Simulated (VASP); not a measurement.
# VH2 (I4/mmm) in VASP: further runs, part 2 of 2

VASP 6.6.1. The steps go on from the part before.

## 5. Single point, PBEsol (biaxial strain in the a-b plane: -2.0 %, then relaxed in part)

INCAR

```
SYSTEM = VH2
ALGO = Normal
EDIFF = 1E-6
ENCUT = 520
GGA = PS
ISIF = 2
ISMEAR = 0
LASPH = .True.
LCHARG = .True.
LELF = .True.
LREAL = .False.
LVHAR = .True.
LWAVE = .False.
NBANDS = 24
NELM = 100
PREC = Accurate
SIGMA = 0.1
```

KPOINTS

```
k-points
0
Gamma
  12 12 8
  0 0 0
```

POSCAR

```
VH2
1.0
    2.0404464706      2.0404464706      0.0000000000
   -2.0404464706      2.0404464706      0.0000000000
    0.0000000000      0.0000000000      4.2348657074
V H
2 4
Direct
    0.0000000000      0.0000000000      0.0000000000
    0.5000000000      0.5000000000      0.5000000000
    0.0000000000      0.5000000000      0.7500000000
    0.5000000000      0.0000000000      0.7500000000
    0.5000000000      0.0000000000      0.2500000000
    0.0000000000      0.5000000000      0.2500000000
```

Potentials or basis: VASP PAW PBE potentials, release 64 (V_sv, H).

Started as:

```console
> cat potpaw_PBE.64/V_sv/POTCAR potpaw_PBE.64/H/POTCAR > POTCAR
> mpirun -np 1 vasp_std > vasp.out
```

OUTCAR:

```text
SYSTEM = VH2
   EDIFF = 1E-6
   ENCUT = 520
   GGA = PS
   ISIF = 2
   ISMEAR = 0
   LASPH = .True.
   LREAL = .False.
   NELM = 100
   PREC = Accurate

 ion  position               nearest neighbor table
   1  0.000  0.000  0.000-   3 1.79   4 1.79   5 1.79   6 1.79   3 1.79   6 1.79   4 1.79   5 1.79

   2  0.500  0.500  0.500-   3 1.79   4 1.79   5 1.79   6 1.79   4 1.79   5 1.79   3 1.79   6 1.79

   3  0.000  0.500  0.750-   1 1.79   2 1.79   1 1.79   2 1.79
   4  0.500  0.000  0.750-   1 1.79   2 1.79   2 1.79   1 1.79
   5  0.500  0.000  0.250-   1 1.79   2 1.79   2 1.79   1 1.79
   6  0.000  0.500  0.250-   1 1.79   2 1.79   1 1.79   2 1.79

  LATTYP: Found a simple tetragonal cell.
 ALAT       =     2.8856270720
 C/A-ratio  =     1.4675720742

  Lattice vectors:

 A1 = (   2.0404464706,   2.0404464706,   0.0000000000)
 A2 = (  -2.0404464706,   2.0404464706,   0.0000000000)
 A3 = (   0.0000000000,   0.0000000000,   4.2348657074)

Analysis of symmetry for initial positions (statically):
=====================================================================
[... 200 lines left out ...]
 cond. band min:       9.0643484383   @ k =   0.3333   0.2500   0.2500
 fundamental gap:      0.0395874876
 Fermi energy:         9.0561951950

 k-point     1 :       0.0000    0.0000    0.0000
  band No.  band energies     occupation
      1     -55.1993      2.00000
      2     -55.1069      2.00000
      3     -29.4250      2.00000
      4     -29.0874      2.00000
      5     -29.0874      2.00000
      6     -28.9665      2.00000
[... 637 lines left out ...]
     23      16.7191      0.00000
     24      17.2720      0.00000

 [... further k-points ...]

------------------------ aborting loop because EDIFF is reached ----------------------------------------

  FORCE on cell =-STRESS in cart. coord.  units (eV):
  Direction    XX          YY          ZZ          XY          YZ          ZX
  --------------------------------------------------------------------------------------
  -------------------------------------------------------------------------------------
  Total        1.5772322      1.5772322      0.0347354      0.0000000     -0.0000000     -0.0000000
  in kB       71.6615457     71.6615457      1.5782012      0.0000000     -0.0000000     -0.0000000
  external PRESSURE =      48.3004308 kB  Pullay stress =       0.0000000 kB

 VOLUME and BASIS-vectors are now :
 -----------------------------------------------------------------------------
  energy-cutoff  :      520.00
  volume of cell :       35.26
      direct lattice vectors                 reciprocal lattice vectors
     2.040446471  2.040446471  0.000000000     0.245044409  0.245044409  0.000000000
    -2.040446471  2.040446471  0.000000000    -0.245044409  0.245044409  0.000000000
     0.000000000  0.000000000  4.234865707     0.000000000  0.000000000  0.236134997

 POSITION                                       TOTAL-FORCE (eV/Angst)
 -----------------------------------------------------------------------------------
      0.00000      0.00000      0.00000         0.000000     -0.000000      0.000000
      0.00000      2.04045      2.11743        -0.000000      0.000000      0.000000
     -1.02022      1.02022      3.17615        -0.000000      0.000000     -0.000000
      1.02022      1.02022      3.17615        -0.000000      0.000000     -0.000000
      1.02022      1.02022      1.05872        -0.000000      0.000000     -0.000000
     -1.02022      1.02022      1.05872        -0.000000      0.000000     -0.000000
 -----------------------------------------------------------------------------------
    total drift:                               -0.000000      0.000000     -0.000000

  FREE ENERGIE OF THE ION-ELECTRON SYSTEM (eV)
  ---------------------------------------------------
  free  energy   TOTEN  =       -34.1370551819 eV

  energy  without entropy=      -34.1233686399  energy(sigma->0) =      -34.13021191
```

OSZICAR:

```text
N       E                     dE             d eps       ncg     rms          rms(c)
DAV:   1     0.316684607307E+03    0.31668E+03   -0.16357E+04  6744   0.140E+03
DAV:   2    -0.287374881296E+02   -0.34542E+03   -0.33324E+03  6904   0.447E+02
DAV:   3    -0.392321804049E+02   -0.10495E+02   -0.10377E+02  8120   0.889E+01
DAV:   4    -0.393098842259E+02   -0.77704E-01   -0.77670E-01  7144   0.825E+00
DAV:   5    -0.393107780978E+02   -0.89387E-03   -0.89382E-03  8160   0.866E-01    0.398E+01
DAV:   6    -0.342598804455E+02    0.50509E+01   -0.17591E+01  7432   0.433E+01    0.452E+00
DAV:   7    -0.341774442988E+02    0.82436E-01   -0.88251E-01  7200   0.761E+00    0.454E+00
DAV:   8    -0.341367874507E+02    0.40657E-01   -0.47957E-02  7576   0.192E+00    0.120E+00
DAV:   9    -0.341370671978E+02   -0.27975E-03   -0.23391E-03  8320   0.481E-01    0.512E-01
DAV:  10    -0.341370602615E+02    0.69363E-05   -0.11140E-04  7536   0.978E-02    0.713E-02
DAV:  11    -0.341370556268E+02    0.46347E-05   -0.59218E-06  7216   0.196E-02    0.271E-02
DAV:  12    -0.341370551819E+02    0.44487E-06   -0.86866E-07  3784   0.111E-02
   1 F= -.34137055E+02 E0= -.34130212E+02  d E =-.136865E-01
```

stdout:

```text
POSCAR found type information on POSCAR V H
 POSCAR found :  2 types and       6 ions
 scaLAPACK will be used
 -----------------------------------------------------------------------------
|                                                                             |
|                                                                             |
|     You enforced a specific xc type in the INCAR file but a different       |
|     I HOPE YOU KNOW WHAT YOU ARE DOING!                                     |
|                                                                             |
 -----------------------------------------------------------------------------

 LDA part: xc-table for (Slater+PW92), standard interpolation
 POSCAR, INCAR and KPOINTS ok, starting setup
 FFT: planning ... GRIDC
 FFT: planning ... GRID_SOFT
 FFT: planning ... GRID
 WAVECAR not read
 entering main loop
```

Run time: 29 s. Hardware: 1 thread of Intel Xeon 6975P-C (Granite Rapids), shared host; peak memory 0.21 GiB.

Results:

```
Free energy            : -34.1371 eV
Pressure               : 4.8 GPa
Band gap on the k mesh : zero (bands 15 and 16 overlap by 2.68 eV)
```

Stress tensor (GPa, compression positive):
```
7.17 0.00 0.00
0.00 7.17 0.00
0.00 0.00 0.16
```

Caveat: the cell differs from its parent crystal (biaxial strain in the a-b plane: -2.0 %, then relaxed in part); the cell stands under pressure; the PAW data sets were made with another functional, which shifts forces and pressure a little.

## 6. Overview

```tsv
cell	gap on the mesh (eV)	pressure (GPa)
a = 2.856, b = 2.856, c = 4.239 Å, 6 atoms	none	9.1
a = 2.856, b = 2.856, c = 4.274 Å, 6 atoms	none	7.3
a = 2.886, b = 2.886, c = 4.214 Å, 6 atoms	none	5.9
a = 2.886, b = 2.886, c = 4.235 Å, 6 atoms	none	4.8
```

Alike in all rows: task single point; level PBEsol; potentials or basis VASP PAW PBE potentials, release 64 (V_sv, H); no spin polarisation; k mesh 12 × 12 × 8; cutoff (eV) 520; smearing gaussian 0.1 eV.

Caveats: the cell stands under pressure; the PAW data sets were made with another functional, which shifts forces and pressure a little.

Absolute energies hang on the potentials; compare differences alone.
